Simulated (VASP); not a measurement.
# SiH7C16 in VASP: a series of runs, part 2 of 2

VASP 6.6.1.

## 3. Single point, PBE+D3(BJ), collinear spin

The input, INCAR:

```
PREC = Accurate
ENCUT = 520
EDIFF = 1E-6
ISMEAR = -1
SIGMA = 0.02
LREAL = False
LASPH = True
NELM = 200
ALGO = Normal
ISIF = 2
LWAVE = False
LCHARG = False
ISPIN = 2
MAGMOM = 0 0 0 0 0 0 0 0 0 0 0 0 0 0 0 0 0 0 0 0 0 0 0 1
LORBIT = 11
GGA = PE
IVDW = 12
NBANDS = 60
GGA_COMPAT = False
NELMDL = -8
```

The input, KPOINTS:

```
Automatic mesh
0
Gamma
  2 2 1
```

The input, POSCAR:

```
SiH7C16
1.0
    5.0487420000      0.0000000000      0.0000000000
    2.5243710000      4.3723390000      0.0000000000
    0.0000000000      0.0000000000     18.6764260000
H C Si
7 16 1
Direct
    0.1666721879      0.1666613682      0.0535434349
    0.6666779319      0.1666613682      0.0535434349
    0.1666715721      0.6666683439      0.0535434349
    0.6666575092      0.6666683439      0.0535434349
    0.6501366722      0.6140649204      0.3362795430
    1.1640036379      0.5888381482      0.3608720426
    0.8472531041      1.1115789512      0.2883581687
    0.1666721879      0.1666613682      0.1124412133
    0.6666779319      0.1666613682      0.1124412133
    0.1666715721      0.6666683439      0.1124412133
    0.6666575092      0.6666683439      0.1124412133
   -0.1666613682      0.3333227364      0.1400321453
    0.3333443758      0.3333227364      0.1400321453
   -0.1666619840      0.8333297121      0.1400321453
    0.3333437600      0.8333297121      0.1400321453
   -0.1714361544      0.3368906208      0.2240578578
    0.3373731697      0.3323164100      0.2246950246
   -0.1759005698      0.8482416391      0.2153570496
    0.3373135142      0.8333525831      0.2257819564
   -0.0013991216     -0.0008462290      0.2489662637
    0.5061673364     -0.0003201948      0.2517130419
    0.0300246936      0.4435612152      0.2305794481
    0.4987172388      0.5011962705      0.2520932003
    0.8974496505      0.6922153108      0.3100860946
```

Potentials or basis: VASP PAW PBE potentials, release 64 (H, C, Si).

On the command line:

```console
$ cat potpaw_PBE.64/H/POTCAR potpaw_PBE.64/C/POTCAR potpaw_PBE.64/Si/POTCAR > POTCAR
$ mpirun -np 1 vasp_std > vasp.out
```

Wall time 14 min (1 thread of Oxide Virtual Turin-like, shared host); peak memory 0.73 GiB.

It converged, with:

```yaml
Free_energy: -167.2396 eV
Largest_force: 11.007 eV/Å
Band_gap_on_the_k_mesh: 0.42 eV (least direct gap 0.47 eV)
Net_moment: 1.00 μB per cell
Site_moments: H +0.00, +0.03, +0.01 (each value once); C +0.00, -0.00, +0.03, +0.01, +0.04, -0.01, +0.02, +0.07, +0.28 (each value once); Si +0.04 μB
Valence_electrons_inside_the_program's_atomic_spheres: H 0.69, 0.70, 0.56, 0.57, 0.78 (each value once); C 2.59, 2.60, 2.56, 2.65, 2.54, 2.64, 2.63, 2.52, 2.68, 2.51, 2.76, 2.49 (each value once); Si 1.68
Dispersion_energy_per_atom: -0.117 eV
```

Forces on the atoms (eV/Å):
```
H   -0.016  0.039 -0.146
H    0.023 -0.035 -0.287
H   -0.005 -0.003 -0.136
H    0.004  0.007 -0.117
H    0.297 -0.622  0.511
H   -0.058  0.827  0.118
H   -0.318  0.584  5.733
C    0.053 -0.068  1.458
C   -0.053  0.449  0.046
C    0.190 -0.050  1.293
C   -0.161  0.018  1.265
C   -1.594 -0.476 -1.998
C    1.683 -0.832 -1.976
C    0.043  0.737 -4.456
C   -0.063  0.039 -0.711
C   -2.635 -1.758 -4.490
C    3.492 -2.933 -1.680
C   -0.006 -1.463 -0.298
C    0.321 -0.170  1.510
C    0.669 -1.783 -4.320
C    0.790 -1.056 -1.102
C   -0.662  8.046  7.482
C    0.323  0.939 -1.652
Si  -2.316 -0.435  3.952
```

Levels at points of the mesh, in eV from the valence-band top:
Spin up:
```
           k point  band 34  band 35  band 36  band 37  band 38  band 39  band 40  band 41  band 42  band 43
(0.00, 0.00, 0.00)    -2.17    -1.89    -1.64    -1.17    -0.05     1.29     2.09     2.63     3.16     3.74
(0.50, 0.00, 0.00)    -3.25    -3.14    -2.01    -0.92    -0.23     2.21     2.58     3.29     3.43     4.07
(0.50, 0.50, 0.00)    -3.33    -3.02    -2.30    -0.92     0.00     2.41     3.03     3.29     3.35     3.72
(0.00, 0.50, 0.00)    -3.48    -3.20    -2.32    -1.58    -0.15     2.16     3.27     3.28     3.83     4.21
```
Spin down:
```
           k point  band 34  band 35  band 36  band 37  band 38  band 39  band 40  band 41
(0.00, 0.00, 0.00)    -1.81    -1.63    -1.46    -1.07     0.42     1.36     2.25     2.71
(0.50, 0.00, 0.00)    -3.20    -3.09    -1.64    -0.78     0.68     2.29     2.65     3.37
(0.50, 0.50, 0.00)    -3.28    -2.98    -2.09    -0.58     0.82     2.49     3.10     3.37
(0.00, 0.50, 0.00)    -3.44    -3.17    -1.82    -1.44     0.50     2.29     3.35     3.37
```

Caveat: the k points lie up to 0.72 Å⁻¹ apart; there is no dipole correction, which matters where the two faces differ.

## 4. Single point, PBE+D3(BJ), collinear spin

The input, INCAR:

```
PREC = Accurate ; ENCUT = 520
EDIFF = 1E-6 ; ISMEAR = -1
SIGMA = 0.02 ; LREAL = False
LASPH = True ; NELM = 200
ALGO = Normal ; ISIF = 2
LWAVE = False ; LCHARG = False
ISPIN = 2 ; MAGMOM = 0 0 0 0 0 0 0 0 0 0 0 0 0 0 0 0 0 0 0 0 0 0 0 1
LORBIT = 11 ; GGA = PE
IVDW = 12 ; NBANDS = 60
GGA_COMPAT = False ; NELMDL = -8
```

The input, KPOINTS:

```
regular mesh
0
Gamma
  2 2 1
```

The input, POSCAR:

```
SiH7C16
1.0
    5.0487420000      0.0000000000      0.0000000000
    2.5243710000      4.3723390000      0.0000000000
    0.0000000000      0.0000000000     18.6764260000
H C Si
7 16 1
Direct
    0.1666721879      0.1666613682      0.0535434349
    0.6666779319      0.1666613682      0.0535434349
    0.1666715721      0.6666683439      0.0535434349
    0.6666575092      0.6666683439      0.0535434349
    0.9044554516      0.1664326577      0.3342395381
    0.8671887689      0.8768075851      0.3742900274
    1.0348064738      1.2552549105      0.3498849298
    0.1666721879      0.1666613682      0.1124412133
    0.6666779319      0.1666613682      0.1124412133
    0.1666715721      0.6666683439      0.1124412133
    0.6666575092      0.6666683439      0.1124412133
   -0.1666613682      0.3333227364      0.1400321453
    0.3333443758      0.3333227364      0.1400321453
   -0.1666619840      0.8333297121      0.1400321453
    0.3333437600      0.8333297121      0.1400321453
   -0.1623810203      0.3174730962      0.2181466625
    0.3579605752      0.3147514408      0.2202295022
   -0.1234018765      0.8037345686      0.2076307319
    0.3349041378      0.8286640171      0.2201813131
    0.0068520648     -0.0113669137      0.2407741181
    0.5196846713     -0.0247007380      0.2441687719
    0.0126320903      0.5008074626      0.2330531548
    0.5147844016      0.4828079433      0.2394462409
    0.8394551906      0.7390780998      0.3003304808
```

On the command line:

```console
$ cat potpaw_PBE.64/H/POTCAR potpaw_PBE.64/C/POTCAR potpaw_PBE.64/Si/POTCAR > POTCAR
$ mpirun -np 1 vasp_std > vasp.out
```

It took 13 min on 1 thread of Oxide Virtual Turin-like, shared host; peak memory 0.72 GiB.

The run converged. Its results:

```yaml
Free_energy: -167.1402 eV
Largest_force: 12.127 eV/Å
Band_gap_on_the_k_mesh: 0.93 eV
Net_moment: 1.00 μB per cell
Site_moments: H +0.00, -0.00, +0.01 (each value once); C +0.02, -0.00, +0.04, +0.00, -0.01, +0.01, +0.38 (each value once); Si +0.00 μB
Valence_electrons_inside_the_program's_atomic_spheres: H 0.69, 0.47, 0.54, 0.52 (each value once); C 2.60, 2.62, 2.59, 2.78, 2.64, 2.61, 2.88, 2.55, 2.75 (each value once); Si 1.80
Dispersion_energy_per_atom: -0.121 eV
```

Forces in eV/Å, atoms in the order of the input:
```
H     0.021   0.029  -0.128
H     0.020  -0.097  -0.131
H     0.075  -0.133  -0.155
H     0.032  -0.035  -0.100
H     3.352   1.174   1.016
H    -0.669  -1.207  -0.219
H    -2.933  -0.755  -0.188
C     0.029  -0.078   0.784
C    -0.026   0.183  -0.106
C     0.559  -0.199  -0.317
C    -0.295  -0.127   0.346
C    -0.635  -0.478  -4.126
C     0.940  -1.110  -3.208
C    -0.423   0.539 -12.107
C     0.175  -0.151  -2.844
C     1.519   1.008   0.884
C    -1.129   0.023   1.248
C    -1.403   4.366   3.781
C     1.233  -1.542   0.753
C    -0.595  -1.486   1.905
C    -0.612   0.725   0.193
C     0.310  -7.195   1.771
C    -0.366   1.620   0.811
Si    0.822   4.926  10.136
```

Levels at points of the mesh, in eV from the valence-band top:
Spin up:
```
           k point  band 35  band 36  band 37  band 38  band 39  band 40  band 41  band 42
(0.00, 0.00, 0.00)    -1.10    -0.84    -0.50     0.00     2.67     2.92     3.83     4.20
(0.50, 0.00, 0.00)    -2.45    -1.63    -0.70    -0.23     2.35     3.36     4.08     4.18
(0.50, 0.50, 0.00)    -2.35    -1.17    -0.56     0.00     3.28     3.94     4.11     4.51
(0.00, 0.50, 0.00)    -2.28    -1.66    -0.42    -0.07     3.19     4.03     4.13     4.49
```
Spin down:
| k point | band 35 | band 36 | band 37 | band 38 | band 39 | band 40 |
| --- | --- | --- | --- | --- | --- | --- |
| (0.00, 0.00, 0.00) | -0.87 | -0.64 | -0.15 | 0.93 | 2.71 | 3.00 |
| (0.50, 0.00, 0.00) | -2.38 | -1.58 | -0.46 | 1.09 | 2.39 | 3.56 |
| (0.50, 0.50, 0.00) | -2.31 | -1.01 | -0.15 | 1.07 | 3.55 | 3.98 |
| (0.00, 0.50, 0.00) | -2.17 | -1.59 | -0.04 | 1.04 | 3.37 | 4.08 |

Caveat: the k points lie up to 0.72 Å⁻¹ apart; there is no dipole correction, which matters where the two faces differ.

## 5. Summary

| cell | gap on the mesh (eV) | moment (μB) | largest force (eV/Å) |
| --- | --- | --- | --- |
| as given, atomic positions A | 0.21 | 1.00 | 4.31 |
| as given, atomic positions B | 0.42 | 1.00 | 11.01 |
| as given, atomic positions C | 0.93 | 1.00 | 12.13 |

Alike in all rows: task single point; level PBE+D3(BJ); potentials or basis VASP PAW PBE potentials, release 64 (H, C, Si); spin collinear; k mesh 2 × 2 × 1; cutoff (eV) 520; smearing fermi-dirac 0.02 eV.

Caveats: all runs use coarse meshes; there is no dipole correction, which matters where the two faces differ.

Total energies depend on the potentials used, so only differences within one code and one set of settings carry meaning.
